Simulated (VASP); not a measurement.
# MoSe2 (P6_3/mmc) in VASP: relaxation of shape and atoms at fixed volume with r2SCAN

Aim: the relaxation of shape and atoms at fixed volume of MoSe2 with r2SCAN.

Program: VASP 6.6.1. These are calculated values, not measurements. Logs are shortened: lines on timing, memory, paths and dates and some standing lists are left out, and cuts for length are marked.

**1. The cell of the first run**

Symmetry: P6_3/mmc, No. 194, hexagonal system. Conventional cell: a = 3.353 Å, b = 3.353 Å, c = 13.780 Å, α = 90.00°, β = 90.00°, γ = 120.00°. Within 3.4 Å of Mo (site symmetry -6m2) lie 6 Se at 2.56 Å and 6 Mo at 3.35 Å. Se (site symmetry 3m) has 3 Mo at 2.56 Å and 7 Se at 3.34 to 3.35 Å within 3.4 Å.

**2. Relaxation of shape and atoms at fixed volume, r2SCAN (22.36 Å³/atom)**

POSCAR reads:

```
MoSe2
1.0
    3.3527894619      0.0000000000      0.0000000000
   -1.6763947309      2.9036008475      0.0000000000
    0.0000000000      0.0000000000     13.7798725496
Mo Se
2 4
Direct
    0.3333333333      0.6666666667      0.2500000000
    0.6666666667      0.3333333333      0.7500000000
    0.3333333333      0.6666666667      0.6287888254
    0.6666666667      0.3333333333      0.1287888254
    0.3333333333      0.6666666667      0.8712111746
    0.6666666667      0.3333333333      0.3712111746
```

INCAR.step1 reads:

```
PREC = Accurate
ENCUT = 550
ISMEAR = 0
SIGMA = 0.02
LREAL = False
LASPH = True
NELM = 120
GGA = PE
ALGO = Normal
EDIFF = 1E-5
LWAVE = True
LCHARG = False
GGA_COMPAT = False
IBRION = 2
ISIF = 3
EDIFFG = -0.005
NELMIN = 4
NSW = 100
```

INCAR.step2 reads:

```
PREC = Accurate
ENCUT = 550
EDIFF = 1E-7
ISMEAR = 0
SIGMA = 0.02
LREAL = False
LASPH = True
NELM = 120
ALGO = Normal
ISIF = 4
LWAVE = False
LCHARG = False
METAGGA = R2SCAN
LMIXTAU = True
IBRION = 2
NSW = 50
EDIFFG = -0.01
ISTART = 1
GGA_COMPAT = False
NELMIN = 4
```

KPOINTS reads:

```
regular mesh
0
Gamma
  12 12 2
```

Potentials or basis: VASP PAW PBE potentials, release 64 (Mo_sv, Se).

On the command line:

```bash
> cat potpaw_PBE.64/Mo_sv/POTCAR potpaw_PBE.64/Se/POTCAR > POTCAR
> cp INCAR.step1 INCAR
> mpirun -np 1 vasp_std > vasp.out
> cp INCAR.step2 INCAR
> mpirun -np 1 vasp_std > vasp.out
```

OUTCAR:

```text
PREC = Accurate
   ENCUT = 550
   EDIFF = 1E-7
   ISMEAR = 0
   LREAL = False
   LASPH = True
   NELM = 120
   ISIF = 4
   METAGGA = R2SCAN
   IBRION = 2
   NSW = 50
   EDIFFG = -0.01
   ISTART = 1
   NELMIN = 4

 ion  position               nearest neighbor table
   1  0.333  0.667  0.250-   4 2.56   6 2.56   4 2.56   6 2.56   4 2.56   6 2.56
   2  0.667  0.333  0.750-   3 2.56   5 2.56   3 2.56   5 2.56   3 2.56   5 2.56
   3  0.333  0.667  0.629-   2 2.56   2 2.56   2 2.56
   4  0.667  0.333  0.129-   1 2.56   1 2.56   1 2.56
   5  0.333  0.667  0.871-   2 2.56   2 2.56   2 2.56
   6  0.667  0.333  0.371-   1 2.56   1 2.56   1 2.56

  LATTYP: Found a hexagonal cell.
 ALAT       =     3.3527894619
 C/A-ratio  =     4.1099725188

  Lattice vectors:

 A1 = (   3.3527894619,   0.0000000000,   0.0000000000)
 A2 = (  -1.6763947309,   2.9036008475,   0.0000000000)
 A3 = (   0.0000000000,   0.0000000000,  13.7798725496)

Analysis of symmetry for initial positions (statically):
=====================================================================
 Subroutine PRICEL returns:
 Original cell was already a primitive cell.

 Routine SETGRP: Setting up the symmetry group for a
 hexagonal supercell.

 Subroutine GETGRP returns: Found 24 space group operations
 (whereof 12 operations were pure point group operations)
 out of a pool of 24 trial point group operations.

The static configuration has the point symmetry D_3d.
 The point group associated with its full space group is D_6h.

Analysis of symmetry for dynamics (positions and initial velocities):
=====================================================================
 Subroutine PRICEL returns:
 Original cell was already a primitive cell.

 Routine SETGRP: Setting up the symmetry group for a
 hexagonal supercell.

 Subroutine GETGRP returns: Found 24 space group operations
 (whereof 12 operations were pure point group operations)
 out of a pool of 24 trial point group operations.

The dynamic configuration has the point symmetry D_3d.
 The point group associated with its full space group is D_6h.

 Subroutine INISYM returns: Found 24 space group operations
 (whereof 12 operations are pure point group operations),
 and found     1 'primitive' translations

----------------------------------------------------------------------------------------

                                     Primitive cell

  volume of cell :     134.1493

  direct lattice vectors                    reciprocal lattice vectors
     3.352789462  0.000000000  0.000000000     0.298259110  0.172199977  0.000000000
    -1.676394731  2.903600847  0.000000000     0.000000000  0.344399955  0.000000000
     0.000000000  0.000000000 13.779872550     0.000000000  0.000000000  0.072569612

  length of vectors
     3.352789462  3.352789462 13.779872550     0.344399955  0.344399955  0.072569612

  position of ions in fractional coordinates (direct lattice)
     0.333333333  0.666666667  0.250000000
     0.666666667  0.333333333  0.750000000
     0.333333333  0.666666667  0.628788825
     0.666666667  0.333333333  0.128788825
     0.333333333  0.666666667  0.871211175
     0.666666667  0.333333333  0.371211175

  ion indices of the primitive-cell ions
   primitive index   ion index
                 1           1
                 2           2
                 3           3
                 4           4
                 5           5
                 6           6

----------------------------------------------------------------------------------------

 KPOINTS: regular mesh

Automatic generation of k-mesh.
 Grid dimensions read from file:
 generate k-points for:   12   12    2

 Generating k-lattice:

  Cartesian coordinates                     Fractional coordinates (reciprocal lattice)
     0.024854926  0.014349998  0.000000000     0.083333333  0.000000000  0.000000000
     0.000000000  0.028699996  0.000000000     0.000000000  0.083333333  0.000000000
     0.000000000  0.000000000  0.036284806     0.000000000  0.000000000  0.500000000

  Length of vectors
     0.028699996  0.028699996  0.036284806

  Shift w.r.t. Gamma in fractional coordinates (k-lattice)
     0.000000000  0.000000000  0.000000000

 Subroutine IBZKPT returns following result:
 ===========================================

 Found     38 irreducible k-points:

 Following reciprocal coordinates:
            Coordinates               Weight
  0.000000  0.000000  0.000000      1.000000
  0.083333  0.000000  0.000000      6.000000
  0.166667  0.000000  0.000000      6.000000
  0.250000  0.000000  0.000000      6.000000
  0.333333  0.000000  0.000000      6.000000
  0.416667  0.000000  0.000000      6.000000
[... 16 lines left out ...]
  0.250000  0.000000  0.500000      6.000000
  0.333333  0.000000  0.500000      6.000000
 [... further k-points ...]
   k-points           NKPTS =     38   k-points in BZ     NKDIM =     38   number of bands    NBANDS=     31
   number of dos      NEDOS =    301   number of ions     NIONS =      6
   total plane-waves  NPLWV =  84672
   dimension x,y,z NGX =    28 NGY =   28 NGZ =  108
   dimension x,y,z NGXF=    56 NGYF=   56 NGZF=  216
   ions per type =               2   4
   NGX,Y,Z   is equivalent  to a cutoff of  13.88, 13.88, 13.03 a.u.
   NGXF,Y,Z  is equivalent  to a cutoff of  27.77, 27.77, 26.06 a.u.
 SYSTEM =  unknown system
   PREC   = accura    normal or accurate (medium, high low for compatibility)
   ISTART =      1    job   : 0-new  1-cont  2-samecut
   ICHARG =      0    charge: 1-file 2-atom 10-const
   ISPIN  =      1    spin polarized calculation?
   LNONCOLLINEAR =      F non collinear calculations
   LSORBIT =      F    spin-orbit coupling
   LASPH  =      T    aspherical Exc in radial PAW
   ENCUT  =  550.0 eV  40.42 Ry    6.36 a.u.   6.41  6.41 26.35*2*pi/ulx,y,z
   NELM   =    120;   NELMIN=  4; NELMDL=  0     # of ELM steps
   EDIFF  = 0.1E-06   stopping-criterion for ELM
   LREAL  =      F    real-space projection
   EDIFFG = -.1E-01   stopping-criterion for IOM
   NSW    =     50    number of steps for IOM
   IBRION =      2    ionic relax: 0-MD 1-quasi-New 2-CG
   NFREE  =      1    steps in history (QN), initial steepest desc. (CG)
   ISIF   =      4    stress and relaxation
   ISYM   =      2    0-nonsym 1-usesym 2-fastsym
   POTIM  = 0.5000    time-step for ionic-motion
   TEBEG  =    0.0;   TEEND  =   0.0 temperature during run
   PSTRESS=    0.0 pullay stress
   NELECT =      52.0000    total number of electrons
   NUPDOWN=      -1.0000    fix difference up-down
   EMIN   =  10.00;   EMAX   =-10.00  energy-range for DOS
   EFERMI =   0.00;   METHOD = LEGACY
   ISMEAR =     0;   SIGMA  =   0.02  broadening in eV -4-tet -1-fermi 0-gaus
   EFERMI_NEDOS =   21; number of points for ismear=-14 and -15
   IALGO  =     38    algorithm
   IMIX   =      4    mixing-type and parameters
     AMIX     =   0.40;   BMIX     =  1.00
     AMIX_MAG =   1.60;   BMIX_MAG =  1.00
  volume/ion in A,a.u.               =      22.36       150.88
  Fermi-wavevector in a.u.,A,eV,Ry     =   1.193658  2.255686 19.385836  1.424819
  Thomas-Fermi vector in A             =   2.329667
   LORBIT       =      0    0 simple, 1 ext, 2 COOP (PROOUT), +10 PAW based schemes
   METAGGA = R2SCAN    functional components
   LHFCALC =     F    Hartree Fock is set to
   AEXX    =    0.0000 exact exchange contribution
   IVDW    =     0    specifies the selected vdW correction
   LEPSILON=     F    determine dielectric tensor
   LRPA    =     F    only Hartree local field effects (RPA)
 conjugate gradient relaxation of ions
 non-spin polarized calculation
 Gauss-broadening in eV      SIGMA  =   0.02
  energy-cutoff  :      550.00
  volume of cell :      134.15
 maximum number of plane-waves:      3969
 NGX is ok and might be reduce to    28
   NGX = 13   NGY = 13   NGZ = 53

--------------------------------------- Ionic step        1  -------------------------------------------

 number of electron      52.0000000 magnetization

 Free energy of the ion-electron system (eV)
  ---------------------------------------------------
  ext. energy  EPLUGINS =         0.00000000
  ---------------------------------------------------
  free energy    TOTEN  =      -113.86168908 eV

  energy without entropy =     -113.86168908  energy(sigma->0) =     -113.86168908

------------------------ aborting loop because EDIFF is reached ----------------------------------------

  FORCE on cell =-STRESS in cart. coord.  units (eV):
  Direction    XX          YY          ZZ          XY          YZ          ZX
  --------------------------------------------------------------------------------------
  -------------------------------------------------------------------------------------
  Total       -2.4746523     -2.4746523     -2.8529691     -0.0000000      0.0000000      0.0000000
  in kB      -29.5553676    -29.5553676    -34.0736967     -0.0000000      0.0000000      0.0000000
  external PRESSURE =     -31.0614773 kB  Pullay stress =       0.0000000 kB
[... 225 lines left out ...]
  energy  without entropy=     -113.8927254534  energy(sigma->0) =     -113.89272545

--------------------------------------- Ionic step        7  -------------------------------------------

 number of electron      51.9999995 magnetization

 Free energy of the ion-electron system (eV)
  ---------------------------------------------------
  ext. energy  EPLUGINS =         0.00000000
  ---------------------------------------------------
  free energy    TOTEN  =      -113.89272574 eV

  energy without entropy =     -113.89272574  energy(sigma->0) =     -113.89272574

 E-fermi :   5.0874     XC(G=0): -10.6008

 val. band max:        4.9736511140   @ k =   0.0000   0.0000   0.0000
 cond. band min:       6.2460362439   @ k =   0.3333   0.3333   0.0000
 fundamental gap:      1.2723851299
 Fermi energy:         5.0873971322

 k-point     1 :       0.0000    0.0000    0.0000
  band No.  band energies     occupation
      1     -58.0480      2.00000
      2     -58.0480      2.00000
      3     -31.4586      2.00000
      4     -31.4586      2.00000
      5     -31.3081      2.00000
      6     -31.3081      2.00000
[... 805 lines left out ...]
     30       6.8342      0.00000
     31       8.0715      0.00000

 [... further k-points ...]

------------------------ aborting loop because EDIFF is reached ----------------------------------------

  FORCE on cell =-STRESS in cart. coord.  units (eV):
  Direction    XX          YY          ZZ          XY          YZ          ZX
  --------------------------------------------------------------------------------------
  -------------------------------------------------------------------------------------
  Total       -0.3394591     -0.3394591     -0.3781195     -0.0000000     -0.0000000     -0.0000000
  in kB       -4.0542418     -4.0542418     -4.5159719     -0.0000000     -0.0000000     -0.0000000
  external PRESSURE =      -4.2081519 kB  Pullay stress =       0.0000000 kB
[... 21 lines left out ...]
  FREE ENERGIE OF THE ION-ELECTRON SYSTEM (eV)
  ---------------------------------------------------
  free  energy   TOTEN  =      -113.8927257358 eV

  energy  without entropy=     -113.8927257358  energy(sigma->0) =     -113.89272574

 reached required accuracy - stopping structural energy minimisation
```

Run time: 45 min. Hardware: 1 thread of Intel Xeon 6975P-C (Granite Rapids), shared host; peak memory 0.4 GiB.

Results:

* Free energy: -113.8927 eV
* Energy gained by relaxing: 5.2 meV/atom
* Ionic steps: 7
* Pressure after relaxing: -0.4 GPa
* Largest force after relaxing: 0.008 eV/Å
* Band gap on the k mesh: 1.27 eV (least direct gap 1.47 eV)

Forces in eV/Å, atoms in the order of the input:
```
Mo   0.000  0.000  0.000
Mo   0.000  0.000  0.000
Se   0.000  0.000  0.008
Se   0.000  0.000  0.008
Se   0.000  0.000 -0.008
Se   0.000  0.000 -0.008
```

The path:
```tsv
step	energy change (eV)	largest force (eV/Å)	pressure (GPa)	volume (Å³)
1	0.0000	0.4053	-3.11	134.15
2	-0.0168	0.0459	-1.69	134.15
3	-0.0168	0.0372	-1.65	134.15
4	-0.0259	0.0185	-1.14	134.15
5	-0.0310	0.0083	-0.41	134.15
6	-0.0310	0.0105	-0.35	134.15
7	-0.0310	0.0082	-0.42	134.15
```

Final structure:
```yaml
crystal:
  lattice:
    - [3.32680, 0.00000, 0.00000]
    - [-1.66340, 2.88109, 0.00000]
    - [0.00000, 0.00000, 13.99605]
  atoms:
    - { symbol: Mo, position: [0.33333, 0.66667, 0.25000] }
    - { symbol: Mo, position: [0.66667, 0.33333, 0.75000] }
    - { symbol: Se, position: [0.33333, 0.66667, 0.63174] }
    - { symbol: Se, position: [0.66667, 0.33333, 0.13174] }
    - { symbol: Se, position: [0.33333, 0.66667, 0.86826] }
    - { symbol: Se, position: [0.66667, 0.33333, 0.36826] }
```

Levels at points of the mesh, in eV from the valence-band top:
| k point | band 23 | band 24 | band 25 | band 26 | band 27 | band 28 | band 29 | band 30 |
| --- | --- | --- | --- | --- | --- | --- | --- | --- |
| (0.00, 0.00, 0.00) | -1.53 | -1.28 | -0.71 | 0.00 | 2.72 | 2.72 | 2.74 | 2.74 |
| (0.50, 0.00, 0.00) | -1.10 | -1.02 | -0.95 | -0.92 | 1.73 | 1.74 | 2.10 | 2.26 |
| (0.00, 0.00, 0.50) | -1.53 | -1.53 | -0.21 | -0.21 | 2.73 | 2.73 | 2.73 | 2.73 |
| (0.50, 0.00, 0.50) | -1.06 | -1.06 | -0.93 | -0.93 | 1.74 | 1.74 | 2.18 | 2.18 |

Caveat: the PAW data sets were made with another functional, which shifts forces and pressure a little. A k mesh can miss the band edges.
